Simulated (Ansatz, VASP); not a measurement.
## One calculation of Zr, two programs

```
CELL_PARAMETERS angstrom
0.00000 3.14360 3.14360
3.14360 0.00000 3.14360
3.14360 3.14360 0.00000
ATOMIC_POSITIONS crystal
Zr 0.12500 0.12500 0.12500
Zr 0.87500 0.87500 0.87500
```

Alike in both runs: task single point; functional LDA; k mesh 10 × 10 × 10; occupations fermi-dirac, width 0.1 eV; no spin polarisation.

|  | VASP | Ansatz |
| --- | --- | --- |
| version | VASP 6.6.1 | Ansatz 0.2.0 |
| potentials or method | VASP PAW LDA potentials, release 64 (Zr_sv), cutoff 520 eV | plane waves (420 eV) with PAW, scalar-relativistic |
| valence electrons in the cell | 24 | 24 |

VASP gave:

```
pressure (GPa) : -3.8
```

Which values does Ansatz return?

Pressure (GPa): -3.9.

Ansatz warns that its potentials were made for another functional, while VASP's fit it. LDA's correlation is that of Perdew and Zunger in VASP and of Perdew and Wang (1992) in Ansatz.
